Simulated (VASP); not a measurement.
# PbS (R3m) in VASP: notebook, part 2 of 2

VASP 6.6.1. Earlier steps stand in the parts before.

## 3. Single point, r2SCAN

This run uses another cell than the first one, of 30.52 Å³/atom, 1.012 times its volume.

Contents of POSCAR:

```
PbS
1.0
    2.2598000000      1.3046961383      3.4508715040
   -2.2598000000      1.3046961383      3.4508715040
    0.0000000000     -2.6093922766      3.4508715040
Pb S
1 1
Direct
    0.9781509158      0.9781509158      0.9781509158
    0.4774504142      0.4774504142      0.4774504142
```

Contents of INCAR.step1:

```
PREC = Accurate ; ENCUT = 520
ISMEAR = 0 ; SIGMA = 0.05
LREAL = F ; LASPH = T
NELM = 80 ; NBANDS = 17
GGA = PE ; ALGO = Normal
EDIFF = 1E-4 ; LWAVE = T
LCHARG = F
```

Contents of INCAR.step2:

```
PREC = Accurate ; ENCUT = 520
EDIFF = 1E-6 ; ISMEAR = 0
SIGMA = 0.05 ; LREAL = F
LASPH = T ; NELM = 80
ALGO = Normal ; ISIF = 2
LWAVE = F ; LCHARG = F
METAGGA = R2SCAN ; LMIXTAU = T
NBANDS = 17 ; ISTART = 1
```

Contents of KPOINTS:

```
regular mesh
0
Gamma
  9 9 9
```

Potentials or basis: VASP PAW PBE potentials, release 64 (Pb_d, S).

Launch:

```sh
> cat potpaw_PBE.64/Pb_d/POTCAR potpaw_PBE.64/S/POTCAR > POTCAR
> cp INCAR.step1 INCAR
> mpirun -np 1 vasp_std > vasp.out
> cp INCAR.step2 INCAR
> mpirun -np 1 vasp_std > vasp.out
```

OUTCAR:

```text
PREC = Accurate
   ENCUT = 520
   EDIFF = 1E-6
   ISMEAR = 0
   LREAL = F
   LASPH = T
   NELM = 80
   ISIF = 2
   METAGGA = R2SCAN
   ISTART = 1

 ion  position               nearest neighbor table
   1  0.978  0.978  0.978-   2 3.12   2 3.12   2 3.12   2 3.13   2 3.13   2 3.13
   2  0.477  0.477  0.477-   1 3.12   1 3.12   1 3.12   1 3.13   1 3.13   1 3.13

  LATTYP: Found a trigonal (rhomboedric) cell.
 ALAT       =     4.3263659335
 COS(alpha) =     0.4543382597

  Lattice vectors:

 A1 = (   2.2598000000,   1.3046961383,   3.4508715040)
 A2 = (  -2.2598000000,   1.3046961383,   3.4508715040)
 A3 = (   0.0000000000,  -2.6093922766,   3.4508715040)

Analysis of symmetry for initial positions (statically):
=====================================================================
 Subroutine PRICEL returns:
 Original cell was already a primitive cell.

 Routine SETGRP: Setting up the symmetry group for a
 trigonal (rhombohedral) supercell.

 Subroutine GETGRP returns: Found  6 space group operations
 (whereof  6 operations were pure point group operations)
 out of a pool of 12 trial point group operations.

The static configuration has the point symmetry C_3v.

Analysis of symmetry for dynamics (positions and initial velocities):
=====================================================================
 Subroutine PRICEL returns:
 Original cell was already a primitive cell.

 Routine SETGRP: Setting up the symmetry group for a
 trigonal (rhombohedral) supercell.

 Subroutine GETGRP returns: Found  6 space group operations
 (whereof  6 operations were pure point group operations)
 out of a pool of 12 trial point group operations.

The dynamic configuration has the point symmetry C_3v.

 Subroutine INISYM returns: Found  6 space group operations
 (whereof  6 operations are pure point group operations),
 and found     1 'primitive' translations

----------------------------------------------------------------------------------------

                                     Primitive cell

  volume of cell :      61.0463

  direct lattice vectors                    reciprocal lattice vectors
     2.259800000  1.304696138  3.450871504     0.221258518  0.127743665  0.096593957
    -2.259800000  1.304696138  3.450871504    -0.221258518  0.127743665  0.096593957
     0.000000000 -2.609392277  3.450871504     0.000000000 -0.255487330  0.096593957

  length of vectors
     4.326365933  4.326365933  4.326365933     0.273137637  0.273137637  0.273137637

  position of ions in fractional coordinates (direct lattice)
     0.978150916  0.978150916  0.978150916
     0.477450414  0.477450414  0.477450414

  ion indices of the primitive-cell ions
   primitive index   ion index
                 1           1
                 2           2

----------------------------------------------------------------------------------------

 KPOINTS: regular mesh

Automatic generation of k-mesh.
 Grid dimensions read from file:
 generate k-points for:    9    9    9

 Generating k-lattice:

  Cartesian coordinates                     Fractional coordinates (reciprocal lattice)
     0.024584280  0.014193741  0.010732662     0.111111111  0.000000000  0.000000000
    -0.024584280  0.014193741  0.010732662     0.000000000  0.111111111  0.000000000
     0.000000000 -0.028387481  0.010732662     0.000000000  0.000000000  0.111111111

  Length of vectors
     0.030348626  0.030348626  0.030348626

  Shift w.r.t. Gamma in fractional coordinates (k-lattice)
     0.000000000  0.000000000  0.000000000

 Subroutine IBZKPT returns following result:
 ===========================================

 Found     85 irreducible k-points:

 Following reciprocal coordinates:
            Coordinates               Weight
  0.000000  0.000000  0.000000      1.000000
  0.111111  0.000000 -0.000000      6.000000
  0.222222  0.000000  0.000000      6.000000
  0.333333  0.000000 -0.000000      6.000000
  0.444444  0.000000  0.000000      6.000000
  0.111111  0.111111 -0.000000      6.000000
[... 16 lines left out ...]
 -0.333333  0.333333  0.000000      6.000000
  0.444444  0.444444  0.000000      6.000000
 [... further k-points ...]
   k-points           NKPTS =     85   k-points in BZ     NKDIM =     85   number of bands    NBANDS=     17
   number of dos      NEDOS =    301   number of ions     NIONS =      2
   total plane-waves  NPLWV =  32768
   dimension x,y,z NGX =    32 NGY =   32 NGZ =   32
   dimension x,y,z NGXF=    64 NGYF=   64 NGZF=   64
   ions per type =               1   1
   NGX,Y,Z   is equivalent  to a cutoff of  12.30, 12.30, 12.30 a.u.
   NGXF,Y,Z  is equivalent  to a cutoff of  24.59, 24.59, 24.59 a.u.
 SYSTEM =  unknown system
   PREC   = accura    normal or accurate (medium, high low for compatibility)
   ISTART =      1    job   : 0-new  1-cont  2-samecut
   ICHARG =      0    charge: 1-file 2-atom 10-const
   ISPIN  =      1    spin polarized calculation?
   LNONCOLLINEAR =      F non collinear calculations
   LSORBIT =      F    spin-orbit coupling
   LASPH  =      T    aspherical Exc in radial PAW
   ENCUT  =  520.0 eV  38.22 Ry    6.18 a.u.   8.04  8.04  8.04*2*pi/ulx,y,z
   NELM   =     80;   NELMIN=  2; NELMDL=  0     # of ELM steps
   EDIFF  = 0.1E-05   stopping-criterion for ELM
   LREAL  =      F    real-space projection
   EDIFFG = 0.1E-04   stopping-criterion for IOM
   NSW    =      0    number of steps for IOM
   IBRION =     -1    ionic relax: 0-MD 1-quasi-New 2-CG
   NFREE  =      0    steps in history (QN), initial steepest desc. (CG)
   ISIF   =      2    stress and relaxation
   ISYM   =      2    0-nonsym 1-usesym 2-fastsym
   POTIM  = 0.5000    time-step for ionic-motion
   TEBEG  =    0.0;   TEEND  =   0.0 temperature during run
   PSTRESS=    0.0 pullay stress
   NELECT =      20.0000    total number of electrons
   NUPDOWN=      -1.0000    fix difference up-down
   EMIN   =  10.00;   EMAX   =-10.00  energy-range for DOS
   EFERMI =   0.00;   METHOD = LEGACY
   ISMEAR =     0;   SIGMA  =   0.05  broadening in eV -4-tet -1-fermi 0-gaus
   EFERMI_NEDOS =   21; number of points for ismear=-14 and -15
   IALGO  =     38    algorithm
   IMIX   =      4    mixing-type and parameters
     AMIX     =   0.40;   BMIX     =  1.00
     AMIX_MAG =   1.60;   BMIX_MAG =  1.00
  volume/ion in A,a.u.               =      30.52       205.98
  Fermi-wavevector in a.u.,A,eV,Ry     =   1.128578  2.132704 17.329590  1.273689
  Thomas-Fermi vector in A             =   2.265269
   LORBIT       =      0    0 simple, 1 ext, 2 COOP (PROOUT), +10 PAW based schemes
   METAGGA = R2SCAN    functional components
   LHFCALC =     F    Hartree Fock is set to
   AEXX    =    0.0000 exact exchange contribution
   IVDW    =     0    specifies the selected vdW correction
   LEPSILON=     F    determine dielectric tensor
   LRPA    =     F    only Hartree local field effects (RPA)
 non-spin polarized calculation
 Gauss-broadening in eV      SIGMA  =   0.05
  energy-cutoff  :      520.00
  volume of cell :       61.05
 maximum number of plane-waves:      1666
   NGX = 17   NGY = 17   NGZ = 17

 number of electron      19.9999997 magnetization

 Free energy of the ion-electron system (eV)
  ---------------------------------------------------
  ext. energy  EPLUGINS =         0.00000000
  ---------------------------------------------------
  free energy    TOTEN  =       -65.43167847 eV

  energy without entropy =      -65.43167847  energy(sigma->0) =      -65.43167847

 E-fermi :   3.8476     XC(G=0):  -9.4862

 val. band max:        3.6203868169   @ k =   0.4444   0.0000   0.0000
 cond. band min:       4.5610063912   @ k =   0.4444   0.4444   0.4444
 fundamental gap:      0.9406195743
 Fermi energy:         3.8476347572

 k-point     1 :       0.0000    0.0000    0.0000
  band No.  band energies     occupation
      1     -13.5279      2.00000
      2     -13.5246      2.00000
      3     -13.5246      2.00000
      4     -13.4926      2.00000
      5     -13.4926      2.00000
      6      -9.1038      2.00000
[... 9 lines left out ...]
     16      11.8633      0.00000
     17      12.5798      0.00000

 k-point     2 :       0.1111    0.0000   -0.0000
  band No.  band energies     occupation
      1     -13.5272      2.00000
      2     -13.5250      2.00000
      3     -13.5223      2.00000
      4     -13.4934      2.00000
      5     -13.4920      2.00000
      6      -9.0235      2.00000
[... 9 lines left out ...]
     16      12.0232      0.00000
     17      13.3964      0.00000
[... 421 lines left out ...]
 k-point    24 :       0.4444    0.4444    0.0000
  band No.  band energies     occupation
      1     -13.5701      2.00000
      2     -13.5340      2.00000
      3     -13.4922      2.00000
      4     -13.4911      2.00000
      5     -13.4783      2.00000
      6      -8.0035      2.00000
[... 9 lines left out ...]
     16      15.4178      0.00000
     17      16.4529      0.00000

 [... further k-points ...]
[... 5 lines left out ...]
  --------------------------------------------------------------------------------------
  -------------------------------------------------------------------------------------
  Total       -2.5932655     -2.5932655     -1.5998474      0.0000000     -0.0000000      0.0000000
  in kB      -68.0609707    -68.0609707    -41.9884375      0.0000000     -0.0000000      0.0000000
  external PRESSURE =     -59.3701263 kB  Pullay stress =       0.0000000 kB

 VOLUME and BASIS-vectors are now :
 -----------------------------------------------------------------------------
  energy-cutoff  :      520.00
  volume of cell :       61.05
      direct lattice vectors                 reciprocal lattice vectors
     2.259800000  1.304696138  3.450871504     0.221258518  0.127743665  0.096593957
    -2.259800000  1.304696138  3.450871504    -0.221258518  0.127743665  0.096593957
     0.000000000 -2.609392277  3.450871504     0.000000000 -0.255487330  0.096593957

 POSITION                                       TOTAL-FORCE (eV/Angst)
 -----------------------------------------------------------------------------------
      0.00000      0.00000     10.12642         0.000000      0.000000      0.003751
      0.00000      0.00000      4.94286         0.000000     -0.000000     -0.003751
 -----------------------------------------------------------------------------------
    total drift:                                0.000000      0.000000      0.000273

  FREE ENERGIE OF THE ION-ELECTRON SYSTEM (eV)
  ---------------------------------------------------
  free  energy   TOTEN  =       -65.4316784728 eV

  energy  without entropy=      -65.4316784728  energy(sigma->0) =      -65.43167847
```

OUTCAR.step1:

```text
PREC = Accurate
   ENCUT = 520
   ISMEAR = 0
   LREAL = F
   LASPH = T
[... 701 lines left out ...]
 -----------------------------------------------------------------------------------
      0.00000      0.00000     10.12642         0.000000     -0.000000      0.002857
      0.00000      0.00000      4.94286         0.000000      0.000000     -0.002857
 -----------------------------------------------------------------------------------
    total drift:                                0.000000      0.000000      0.000212

  FREE ENERGIE OF THE ION-ELECTRON SYSTEM (eV)
  ---------------------------------------------------
  free  energy   TOTEN  =        -8.6337518340 eV

  energy  without entropy=       -8.6337518340  energy(sigma->0) =       -8.63375183
```

It took 2.2 min on 1 thread of Intel Xeon Platinum 8488C (Sapphire Rapids), shared host; peak memory 0.24 GiB.

What came out:

- Free energy: -65.4317 eV
- Pressure: -5.9 GPa
- Largest force: 0.004 eV/Å

Forces on the atoms (eV/Å):
```
Pb   0.000  0.000  0.004
S    0.000  0.000 -0.004
```

Levels at points of the mesh, in eV from the Fermi level:
| k point | band 7 | band 8 | band 9 | band 10 | band 11 | band 12 | band 13 | band 14 |
| --- | --- | --- | --- | --- | --- | --- | --- | --- |
| (0.00, 0.00, 0.00) | -6.51 | -1.77 | -1.77 | -1.37 | 4.92 | 5.04 | 5.04 | 7.15 |

Caveat: this odd mesh misses L, where the gap lies, so gap, dielectric constants and Born charges aren't listed; the PAW data sets were made with another functional, which shifts forces and pressure a little; spin-orbit coupling is left out, which moves the levels of the heavy elements.

## 4. Single point, r2SCAN

This run uses another cell than the first one, of 31.27 Å³/atom, 1.037 times its volume.

Contents of POSCAR:

```
PbS
1.0
    2.1612500000      1.2477982693      3.8649666667
   -2.1612500000      1.2477982693      3.8649666667
    0.0000000000     -2.4955965386      3.8649666667
Pb S
1 1
Direct
    0.9781509158      0.9781509158      0.9781509158
    0.4774504142      0.4774504142      0.4774504142
```

Contents of INCAR.step1:

```
ALGO = Normal
EDIFF = 1E-4
ENCUT = 520
GGA = PE
ISMEAR = 0
LASPH = True
LCHARG = False
LREAL = False
LWAVE = True
NBANDS = 17
NELM = 80
PREC = Accurate
SIGMA = 0.05
```

Contents of INCAR.step2:

```
ALGO = Normal
EDIFF = 1E-6
ENCUT = 520
ISIF = 2
ISMEAR = 0
ISTART = 1
LASPH = True
LCHARG = False
LMIXTAU = True
LREAL = False
LWAVE = False
METAGGA = R2SCAN
NBANDS = 17
NELM = 80
PREC = Accurate
SIGMA = 0.05
```

Contents of KPOINTS:

```
k-points
0
Gamma
  9 9 9
```

Launch:

```sh
> cat potpaw_PBE.64/Pb_d/POTCAR potpaw_PBE.64/S/POTCAR > POTCAR
> cp INCAR.step1 INCAR
> mpirun -np 1 vasp_std > vasp.out
> cp INCAR.step2 INCAR
> mpirun -np 1 vasp_std > vasp.out
```

Wall time 4.4 min (1 thread of Intel Xeon Platinum 8488C (Sapphire Rapids), shared host); peak memory 0.27 GiB.

The run converged. Its results:

```yaml
Free_energy: -65.3481 eV
Pressure: -6.7 GPa
Largest_force: 0.017 eV/Å
```

Forces in eV/Å, atoms in the order of the input:
```
Pb   0.000  0.000  0.017
S    0.000  0.000 -0.017
```

Stress tensor (GPa, compression positive):
```
-5.23  0.00  0.00
 0.00 -5.23  0.00
 0.00  0.00 -9.52
```

Levels at points of the mesh, in eV from the Fermi level:
| k point | band 8 | band 9 | band 10 | band 11 | band 12 | band 13 |
| --- | --- | --- | --- | --- | --- | --- |
| (0.00, 0.00, 0.00) | -2.13 | -1.51 | -1.51 | 4.69 | 4.69 | 4.81 |

Caveat: this odd mesh misses L, where the gap lies, so gap, dielectric constants and Born charges aren't listed; the PAW data sets were made with another functional, which shifts forces and pressure a little; spin-orbit coupling is left out, which moves the levels of the heavy elements.

## 5. Single point, r2SCAN

This run uses another cell than the first one, of 32.71 Å³/atom, 1.085 times its volume.

Contents of POSCAR:

```
PbS
1.0
    2.2105500000      1.2762616375      3.8649666667
   -2.2105500000      1.2762616375      3.8649666667
    0.0000000000     -2.5525232751      3.8649666667
Pb S
1 1
Direct
    0.9781509158      0.9781509158      0.9781509158
    0.4774504142      0.4774504142      0.4774504142
```

Contents of INCAR.step1:

```
SYSTEM = PbS
ALGO = Normal
EDIFF = 1E-4
ENCUT = 520
GGA = PE
ISMEAR = 0
LASPH = .True.
LCHARG = .False.
LREAL = .False.
LWAVE = .True.
NBANDS = 17
NELM = 80
PREC = Accurate
SIGMA = 0.05
```

Contents of INCAR.step2:

```
SYSTEM = PbS
ALGO = Normal
EDIFF = 1E-7
ENCUT = 520
ISIF = 2
ISMEAR = 0
ISTART = 1
LASPH = .True.
LCHARG = .False.
LMIXTAU = .True.
LREAL = .False.
LWAVE = .False.
METAGGA = R2SCAN
NBANDS = 17
NELM = 80
PREC = Accurate
SIGMA = 0.05
```

Contents of KPOINTS:

```
k-points
0
Gamma
  9 9 9
  0 0 0
```

Launch:

```sh
> cat potpaw_PBE.64/Pb_d/POTCAR potpaw_PBE.64/S/POTCAR > POTCAR
> cp INCAR.step1 INCAR
> mpirun -np 1 vasp_std > vasp.out
> cp INCAR.step2 INCAR
> mpirun -np 1 vasp_std > vasp.out
```

Wall time 5.8 min (1 thread of Intel Xeon Platinum 8488C (Sapphire Rapids), shared host); peak memory 0.27 GiB.

It converged, with:

```
Free energy   : -65.2418 eV
Pressure      : -7.7 GPa
Largest force : 0.017 eV/Å
```

Forces on the atoms (eV/Å):
```
Pb   0.000  0.000  0.017
S    0.000  0.000 -0.017
```

Stress tensor (GPa, compression positive):
```
-6.64  0.00  0.00
 0.00 -6.64  0.00
 0.00  0.00 -9.73
```

Levels at points of the mesh, in eV from the Fermi level:
```
           k point  band 8  band 9  band 10  band 11  band 12  band 13
(0.00, 0.00, 0.00)   -1.71   -1.28    -1.28     4.67     4.67     4.77
```

Caveat: this odd mesh misses L, where the gap lies, so gap, dielectric constants and Born charges aren't listed; the PAW data sets were made with another functional, which shifts forces and pressure a little; spin-orbit coupling is left out, which moves the levels of the heavy elements.

## 6. Single point, r2SCAN

This run uses another cell than the first one, of 21.32 Å³/atom, 0.707 times its volume.

Contents of POSCAR:

```
PbS
1.0
    2.0134000000      1.1624370320      3.0367666667
   -2.0134000000      1.1624370320      3.0367666667
    0.0000000000     -2.3248740640      3.0367666667
Pb S
1 1
Direct
    0.9781509158      0.9781509158      0.9781509158
    0.4774504142      0.4774504142      0.4774504142
```

Contents of INCAR.step1:

```
SYSTEM = PbS
ALGO     = Normal         ! electronic algorithm
EDIFF    = 1E-4           ! SCF threshold, eV
ENCUT    = 520            ! plane-wave cutoff, eV
GGA      = PE             ! functional
ISMEAR   = 0              ! smearing method
LASPH    = .TRUE.         ! aspherical terms in the spheres
LCHARG   = .FALSE.        ! write CHGCAR
LREAL    = .FALSE.        ! projectors in reciprocal space
LWAVE    = .TRUE.         ! write WAVECAR
NBANDS   = 17             ! bands
NELM     = 100            ! most SCF steps
PREC     = Accurate       ! precision mode
SIGMA    = 0.05           ! smearing width, eV
```

Contents of INCAR.step2:

```
SYSTEM = PbS
ALGO     = Normal         ! electronic algorithm
EDIFF    = 1E-6           ! SCF threshold, eV
ENCUT    = 520            ! plane-wave cutoff, eV
ISIF     = 2              ! what is computed and relaxed
ISMEAR   = 0              ! smearing method
ISTART   = 1            
LASPH    = .TRUE.         ! aspherical terms in the spheres
LCHARG   = .TRUE.         ! write CHGCAR
LELF     = .TRUE.         ! ELF
LMIXTAU  = .TRUE.       
LREAL    = .FALSE.        ! projectors in reciprocal space
LVHAR    = .TRUE.       
LWAVE    = .FALSE.        ! write WAVECAR
METAGGA  = R2SCAN         ! meta-GGA
NBANDS   = 17             ! bands
NELM     = 100            ! most SCF steps
PREC     = Accurate       ! precision mode
SIGMA    = 0.05           ! smearing width, eV
```

Contents of KPOINTS:

```
k-points
0
G
  9 9 9
  0 0 0
```

Potentials or basis: VASP PAW PBE potentials, release 64 (Pb_d, S).

Launch:

```sh
> cat potpaw_PBE.64/Pb_d/POTCAR potpaw_PBE.64/S/POTCAR > POTCAR
> cp INCAR.step1 INCAR
> mpirun -np 1 vasp_std > vasp.out
> cp INCAR.step2 INCAR
> mpirun -np 1 vasp_std > vasp.out
```

It took 1.8 min on 1 thread of Intel Xeon 6975P-C (Granite Rapids), shared host; peak memory 0.2 GiB.

The run converged. Its results:

| Property | Result |
| --- | --- |
| Free energy | -65.0319 eV |
| Pressure | 20.2 GPa |
| Largest force | 0.020 eV/Å |

Forces in eV/Å, atoms in the order of the input:
```
Pb   0.000  0.000 -0.020
S    0.000  0.000  0.020
```

Stress tensor (GPa, compression positive):
```
19.70  0.00  0.00
 0.00 19.70  0.00
 0.00  0.00 21.20
```

Levels at points of the mesh, in eV from the Fermi level:
| k point | band 7 | band 8 | band 9 | band 10 | band 11 | band 12 | band 13 | band 14 |
| --- | --- | --- | --- | --- | --- | --- | --- | --- |
| (0.00, 0.00, 0.00) | -5.73 | -3.75 | -3.75 | -3.07 | 6.05 | 6.12 | 6.12 | 6.20 |

Caveat: this odd mesh misses L, where the gap lies, so gap, dielectric constants and Born charges aren't listed; the PAW data sets were made with another functional, which shifts forces and pressure a little; spin-orbit coupling is left out, which moves the levels of the heavy elements.

## 7. The runs side by side

```csv
cell,pressure (GPa),largest force (eV/Å)
"a = 4.485 Å, angles 57.6°, 2 atoms",-5.5,0.01
"a = 4.326 Å, angles 63.0°, 2 atoms",-5.9,-
"a = 4.601 Å, angles 56.0°, 2 atoms",-6.7,0.02
"a = 4.632 Å, angles 57.0°, 2 atoms",-7.7,0.02
"a = 3.825 Å, angles 63.5°, 2 atoms",20.2,0.02
```

Alike in all rows: task single point; level r2SCAN; potentials or basis VASP PAW PBE potentials, release 64 (Pb_d, S); no spin polarisation; k mesh 9 × 9 × 9; cutoff (eV) 520; smearing gaussian 0.05 eV.

Caveats: the PAW data sets were made with another functional, which shifts forces and pressure a little; spin-orbit coupling is left out, which moves the levels of the heavy elements.

Absolute energies hang on the potentials; compare differences alone.
